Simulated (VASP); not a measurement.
# TaAs (I4_1md) in VASP: further runs

Aim: see how the results for TaAs move with the level of theory and the settings. Levels: LDA, PBE, r2SCAN. Tasks: single point.

All numbers are computed with VASP 6.6.1; they aren't measurements. Logs are shortened: lines on timing, memory, paths and dates and some standing lists are left out, and cuts for length are marked.

### 1 The cell of the first run

It takes space group I4_1md (No. 109, tetragonal). Conventional cell: a = 3.441 Å, b = 3.441 Å, c = 11.726 Å, α = 90.00°, β = 90.00°, γ = 90.00°. Within 3.4 Å of Ta (site symmetry 2mm) lie 6 As at 2.61 to 2.62 Å and 4 Ta at 3.40 Å. As (site symmetry 2mm) has 6 Ta at 2.61 to 2.62 Å and 4 As at 3.40 Å within 3.4 Å.

### 2 Single point, LDA

Contents of INCAR:

```
SYSTEM = TaAs
  PREC = Accurate
  ENCUT = 520
  EDIFF = 1E-6
  ISMEAR = -1
  SIGMA = 0.02
  LREAL = .FALSE.
  LASPH = .TRUE.
  NELM = 80
  ALGO = Normal
  ISIF = 2
  LWAVE = .FALSE.
  LCHARG = .FALSE.
  NBANDS = 24
```

Contents of KPOINTS:

```
regular mesh
0
G
  10 10 10
  0 0 0
```

Contents of POSCAR:

```
TaAs
1.0
   -1.7202506309      1.7202506309      5.8629647290
    1.7202506309     -1.7202506309      5.8629647290
    1.7202506309      1.7202506309     -5.8629647290
Ta As
2 2
Direct
    0.5000125150      1.0000125150      0.5000000000
    0.7500125150      0.7500125150      0.0000000000
    0.0825869050      0.5825869050      0.5000000000
    0.3325869050      0.3325869050      0.0000000000
```

Potentials or basis: VASP PAW LDA potentials, release 64 (Ta_pv, As).

On the command line:

```console
$ cat potpaw_LDA.64/Ta_pv/POTCAR potpaw_LDA.64/As/POTCAR > POTCAR
$ mpirun -np 1 vasp_std > vasp.out
```

OUTCAR:

```text
SYSTEM = TaAs
   PREC = Accurate
   ENCUT = 520
   EDIFF = 1E-6
   ISMEAR = -1
   LREAL = .FALSE.
   LASPH = .TRUE.
   NELM = 80
   ISIF = 2

 ion  position               nearest neighbor table
   1  0.500  0.000  0.500-   4 2.61   4 2.61   3 2.62   3 2.62   3 2.62   3 2.62   2 3.40   2 3.40
                             2 3.40   2 3.40
   2  0.750  0.750  0.000-   3 2.61   3 2.61   4 2.62   4 2.62   4 2.62   4 2.62   1 3.40   1 3.40
                             1 3.40   1 3.40
   3  0.083  0.583  0.500-   2 2.61   2 2.61   1 2.62   1 2.62   1 2.62   1 2.62
   4  0.333  0.333  0.000-   1 2.61   1 2.61   2 2.62   2 2.62   2 2.62   2 2.62

  LATTYP: Found a body centered tetragonal cell.
 ALAT       =     3.4405012618
 C/A-ratio  =     3.4082037952

  Lattice vectors:

 A1 = (  -1.7202506309,   1.7202506309,   5.8629647290)
 A2 = (   1.7202506309,  -1.7202506309,   5.8629647290)
 A3 = (   1.7202506309,   1.7202506309,  -5.8629647290)

Analysis of symmetry for initial positions (statically):
=====================================================================
 Subroutine PRICEL returns:
 Original cell was already a primitive cell.

 Routine SETGRP: Setting up the symmetry group for a
 body centered tetragonal supercell.

 Subroutine GETGRP returns: Found  8 space group operations
 (whereof  4 operations were pure point group operations)
 out of a pool of 16 trial point group operations.

The static configuration has the point symmetry C_2v.
 The point group associated with its full space group is C_4v.

Analysis of symmetry for dynamics (positions and initial velocities):
=====================================================================
 Subroutine PRICEL returns:
 Original cell was already a primitive cell.

 Routine SETGRP: Setting up the symmetry group for a
 body centered tetragonal supercell.

 Subroutine GETGRP returns: Found  8 space group operations
 (whereof  4 operations were pure point group operations)
 out of a pool of 16 trial point group operations.

The dynamic configuration has the point symmetry C_2v.
 The point group associated with its full space group is C_4v.

 Subroutine INISYM returns: Found  8 space group operations
 (whereof  4 operations are pure point group operations),
 and found     1 'primitive' translations

----------------------------------------------------------------------------------------

                                     Primitive cell

  volume of cell :      69.4002

  direct lattice vectors                    reciprocal lattice vectors
    -1.720250631  1.720250631  5.862964729     0.000000000  0.290655321  0.085281086
     1.720250631 -1.720250631  5.862964729     0.290655321  0.000000000  0.085281086
     1.720250631  1.720250631 -5.862964729     0.290655321  0.290655321  0.000000000

  length of vectors
     6.347667279  6.347667279  6.347667279     0.302908203  0.302908203  0.411048697

  position of ions in fractional coordinates (direct lattice)
     0.500012515  0.000012515  0.500000000
     0.750012515  0.750012515  0.000000000
     0.082586905  0.582586905  0.500000000
     0.332586905  0.332586905  0.000000000

  ion indices of the primitive-cell ions
   primitive index   ion index
                 1           1
                 2           2
                 3           3
                 4           4

----------------------------------------------------------------------------------------

 KPOINTS: regular mesh

Automatic generation of k-mesh.
 Grid dimensions read from file:
 generate k-points for:   10   10   10

 Generating k-lattice:

  Cartesian coordinates                     Fractional coordinates (reciprocal lattice)
     0.000000000  0.029065532  0.008528109     0.100000000  0.000000000  0.000000000
     0.029065532  0.000000000  0.008528109     0.000000000  0.100000000  0.000000000
     0.029065532  0.029065532  0.000000000     0.000000000  0.000000000  0.100000000

  Length of vectors
     0.030290820  0.030290820  0.041104870

  Shift w.r.t. Gamma in fractional coordinates (k-lattice)
     0.000000000  0.000000000  0.000000000

 Subroutine IBZKPT returns following result:
 ===========================================

 Found    102 irreducible k-points:

 Following reciprocal coordinates:
            Coordinates               Weight
  0.000000  0.000000  0.000000      1.000000
  0.100000  0.000000 -0.000000      8.000000
  0.200000  0.000000 -0.000000      8.000000
  0.300000  0.000000  0.000000      8.000000
  0.400000  0.000000 -0.000000      8.000000
  0.500000  0.000000  0.000000      4.000000
[... 16 lines left out ...]
  0.300000  0.300000  0.000000      8.000000
  0.400000  0.300000 -0.000000     16.000000
 [... further k-points ...]
   k-points           NKPTS =    102   k-points in BZ     NKDIM =    102   number of bands    NBANDS=     24
   number of dos      NEDOS =    301   number of ions     NIONS =      4
   total plane-waves  NPLWV = 110592
   dimension x,y,z NGX =    48 NGY =   48 NGZ =   48
   dimension x,y,z NGXF=    96 NGYF=   96 NGZF=   96
   ions per type =               2   2
   NGX,Y,Z   is equivalent  to a cutoff of  12.57, 12.57, 12.57 a.u.
   NGXF,Y,Z  is equivalent  to a cutoff of  25.14, 25.14, 25.14 a.u.
 SYSTEM =  TaAs
   PREC   = accura    normal or accurate (medium, high low for compatibility)
   ISTART =      0    job   : 0-new  1-cont  2-samecut
   ICHARG =      2    charge: 1-file 2-atom 10-const
   ISPIN  =      1    spin polarized calculation?
   LNONCOLLINEAR =      F non collinear calculations
   LSORBIT =      F    spin-orbit coupling
   LASPH  =      T    aspherical Exc in radial PAW
   ENCUT  =  520.0 eV  38.22 Ry    6.18 a.u.  11.80 11.80 11.80*2*pi/ulx,y,z
   NELM   =     80;   NELMIN=  2; NELMDL= -5     # of ELM steps
   EDIFF  = 0.1E-05   stopping-criterion for ELM
   LREAL  =      F    real-space projection
   EDIFFG = 0.1E-04   stopping-criterion for IOM
   NSW    =      0    number of steps for IOM
   IBRION =     -1    ionic relax: 0-MD 1-quasi-New 2-CG
   NFREE  =      0    steps in history (QN), initial steepest desc. (CG)
   ISIF   =      2    stress and relaxation
   ISYM   =      2    0-nonsym 1-usesym 2-fastsym
   POTIM  = 0.5000    time-step for ionic-motion
   TEBEG  =    0.0;   TEEND  =   0.0 temperature during run
   PSTRESS=    0.0 pullay stress
   NELECT =      32.0000    total number of electrons
   NUPDOWN=      -1.0000    fix difference up-down
   EMIN   =  10.00;   EMAX   =-10.00  energy-range for DOS
   EFERMI =   0.00;   METHOD = LEGACY
   ISMEAR =    -1;   SIGMA  =   0.02  broadening in eV -4-tet -1-fermi 0-gaus
   EFERMI_NEDOS =   21; number of points for ismear=-14 and -15
   IALGO  =     38    algorithm
   IMIX   =      4    mixing-type and parameters
     AMIX     =   0.40;   BMIX     =  1.00
     AMIX_MAG =   1.60;   BMIX_MAG =  1.00
  volume/ion in A,a.u.               =      17.35       117.08
  Fermi-wavevector in a.u.,A,eV,Ry     =   1.264750  2.390030 21.763767  1.599592
  Thomas-Fermi vector in A             =   2.398039
   LORBIT       =      0    0 simple, 1 ext, 2 COOP (PROOUT), +10 PAW based schemes
   GGA     = CA    functional components
   LHFCALC =     F    Hartree Fock is set to
   AEXX    =    0.0000 exact exchange contribution
   IVDW    =     0    specifies the selected vdW correction
   LEPSILON=     F    determine dielectric tensor
   LRPA    =     F    only Hartree local field effects (RPA)
 non-spin polarized calculation
  energy-cutoff  :      520.00
  volume of cell :       69.40
 maximum number of plane-waves:      1898
   NGX = 23   NGY = 23   NGZ = 23

 number of electron      32.0000002 magnetization

 Free energy of the ion-electron system (eV)
  ---------------------------------------------------
  ext. energy  EPLUGINS =         0.00000000
  ---------------------------------------------------
  free energy    TOTEN  =       -38.90554189 eV

  energy without entropy =      -38.90482426  energy(sigma->0) =      -38.90518307

 E-fermi :   6.9251     XC(G=0): -12.0700

 val. band max:        6.9099670759   @ k =  -0.1000   0.5000   0.1000
 cond. band min:       6.9420196925   @ k =  -0.1000   0.5000   0.1000
 fundamental gap:      0.0320526166
 Fermi energy:         6.9250995141

 k-point     1 :       0.0000    0.0000    0.0000
  band No.  band energies     occupation
      1     -27.8329      2.00000
      2     -27.7874      2.00000
      3     -27.7874      2.00000
      4     -27.6328      2.00000
      5     -27.6328      2.00000
      6     -27.5886      2.00000
[... 16 lines left out ...]
     23      11.0567      0.00000
     24      11.0568      0.00000

 k-point     2 :       0.1000    0.0000   -0.0000
  band No.  band energies     occupation
      1     -27.8297      2.00000
      2     -27.8008      2.00000
      3     -27.7859      2.00000
      4     -27.6484      2.00000
      5     -27.6310      2.00000
      6     -27.5900      2.00000
[... 16 lines left out ...]
     23      10.7758      0.00000
     24      11.5180      0.00000

 k-point     3 :       0.2000    0.0000   -0.0000
  band No.  band energies     occupation
      1     -27.8539      2.00000
      2     -27.8029      2.00000
      3     -27.7820      2.00000
      4     -27.6867      2.00000
      5     -27.6264      2.00000
      6     -27.5963      2.00000
[... 16 lines left out ...]
     23      11.2768      0.00000
     24      12.4899      0.00000

 k-point     4 :       0.3000    0.0000    0.0000
  band No.  band energies     occupation
      1     -27.9048      2.00000
      2     -27.7858      2.00000
      3     -27.7772      2.00000
      4     -27.7279      2.00000
      5     -27.6206      2.00000
      6     -27.6078      2.00000
[... 16 lines left out ...]
     23      11.4630      0.00000
     24      13.1845      0.00000

 k-point     5 :       0.4000    0.0000   -0.0000
  band No.  band energies     occupation
      1     -27.9466      2.00000
      2     -27.7897      2.00000
      3     -27.7733      2.00000
      4     -27.7381      2.00000
      5     -27.6212      2.00000
      6     -27.6160      2.00000
[... 451 lines left out ...]
 k-point    22 :      -0.2000    0.2000    0.0000
  band No.  band energies     occupation
      1     -27.8483      2.00000
      2     -27.8429      2.00000
      3     -27.7858      2.00000
      4     -27.6857      2.00000
      5     -27.6746      2.00000
      6     -27.5924      2.00000
[... 16 lines left out ...]
     23      11.0085      0.00000
     24      12.5309      0.00000

 k-point    23 :       0.3000    0.3000    0.0000
  band No.  band energies     occupation
      1     -27.8907      2.00000
      2     -27.8893      2.00000
      3     -27.7456      2.00000
      4     -27.7256      2.00000
      5     -27.6888      2.00000
      6     -27.6310      2.00000
[... 16 lines left out ...]
     23      11.8240      0.00000
     24      12.3720      0.00000

 k-point    24 :       0.4000    0.3000   -0.0000
  band No.  band energies     occupation
      1     -27.9302      2.00000
      2     -27.8840      2.00000
      3     -27.7649      2.00000
      4     -27.7271      2.00000
      5     -27.6816      2.00000
      6     -27.6379      2.00000
[... 16 lines left out ...]
     23      11.8511      0.00000
     24      12.1842      0.00000

 [... further k-points ...]
[... 5 lines left out ...]
  --------------------------------------------------------------------------------------
  -------------------------------------------------------------------------------------
  Total       -2.6247710     -2.6247710     -2.6651923      0.0000000      0.0000000      0.0000000
  in kB      -60.5956260    -60.5956260    -61.5287953      0.0000000      0.0000000      0.0000000
  external PRESSURE =     -60.9066825 kB  Pullay stress =       0.0000000 kB

 VOLUME and BASIS-vectors are now :
 -----------------------------------------------------------------------------
  energy-cutoff  :      520.00
  volume of cell :       69.40
      direct lattice vectors                 reciprocal lattice vectors
    -1.720250631  1.720250631  5.862964729     0.000000000  0.290655321  0.085281086
     1.720250631 -1.720250631  5.862964729     0.290655321  0.000000000  0.085281086
     1.720250631  1.720250631 -5.862964729     0.290655321  0.290655321  0.000000000

 POSITION                                       TOTAL-FORCE (eV/Angst)
 -----------------------------------------------------------------------------------
      0.00000      1.72025      0.00015        -0.000000     -0.000000      0.013637
      0.00000      0.00000      8.79459         0.000000      0.000000      0.013637
      1.72025      0.00000      0.96841         0.000000      0.000000     -0.013637
      0.00000      0.00000      3.89989        -0.000000     -0.000000     -0.013637
 -----------------------------------------------------------------------------------
    total drift:                                0.000000      0.000000      0.000229

  FREE ENERGIE OF THE ION-ELECTRON SYSTEM (eV)
  ---------------------------------------------------
  free  energy   TOTEN  =       -38.9055418860 eV

  energy  without entropy=      -38.9048242564  energy(sigma->0) =      -38.90518307
```

It took 2.5 min on 1 thread of Intel Xeon 6975P-C (Granite Rapids), shared host; peak memory 0.36 GiB.

Results:

```
Free energy            : -38.9055 eV
Pressure               : -6.1 GPa
Largest force          : 0.014 eV/Å
Band gap on the k mesh : 0.03 eV, direct
```

Forces in eV/Å, atoms in the order of the input:
```
Ta   0.000  0.000  0.014
Ta   0.000  0.000  0.014
As   0.000  0.000 -0.014
As   0.000  0.000 -0.014
```

Levels at points of the mesh, in eV from the valence-band top:
| k point | band 12 | band 13 | band 14 | band 15 | band 16 | band 17 | band 18 | band 19 | band 20 | band 21 |
| --- | --- | --- | --- | --- | --- | --- | --- | --- | --- | --- |
| (0.00, 0.00, 0.00) | -2.41 | -2.29 | -1.91 | -1.57 | -1.57 | 0.94 | 1.59 | 2.37 | 3.15 | 3.15 |
| (0.50, 0.00, 0.00) | -3.36 | -2.39 | -2.23 | -1.54 | -0.22 | 0.16 | 1.40 | 2.28 | 2.47 | 3.07 |
| (0.50, 0.50, 0.00) | -5.00 | -3.12 | -3.12 | -1.01 | -1.01 | 2.83 | 2.83 | 3.09 | 3.09 | 3.84 |
| (0.50, 0.50, 0.50) | -2.83 | -2.74 | -2.74 | -0.82 | -0.82 | 1.25 | 1.25 | 2.30 | 2.30 | 3.10 |

Caveat: spin-orbit coupling is left out, which moves the levels of the heavy elements. A k mesh can miss the band edges.

[end of part 1 of 2]
